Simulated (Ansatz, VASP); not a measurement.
**SiNi3: VASP beside Ansatz**

```
CELL_PARAMETERS angstrom
3.50626 0.00000 0.09204
0.00000 3.50626 0.00000
0.09204 0.00000 3.50626
ATOMIC_POSITIONS crystal
Si 0.00000 0.00000 0.00000
Ni 0.00000 0.50000 0.50000
Ni 0.50000 0.00000 0.50000
Ni 0.50000 0.50000 0.00000
```

Change from the starting cell: strain +0.0525 x Voigt [0, 0, 0, 0, 1, 0], atoms carried along.

Alike in both runs: task single point; functional PBE; k mesh 14 × 14 × 14; occupations gaussian, width 0.15 eV; no spin polarisation.

|  | VASP | Ansatz |
| --- | --- | --- |
| version | VASP 6.6.1 | Ansatz 0.2.0 |
| potentials or method | VASP PAW PBE potentials, release 64 (Si, Ni), cutoff 520 eV | scalar-relativistic, plane waves, PAW |
| valence electrons in the cell | 34 | 58 |

```csv
,VASP,Ansatz,Ansatz less VASP
gap on the k mesh at the Fermi level (eV),none,none,-
pressure (GPa),0.5,0.7,+0.20
"traceless stress, the component that is largest in VASP (GPa)",-6.88,-6.92,-0.034
```

A gap of «none» marks a metal or a gap that the smearing closes. VASP's potentials hold 34 valence electrons a cell and Ansatz's 58, so a difference there can come from the potentials and not from the codes.
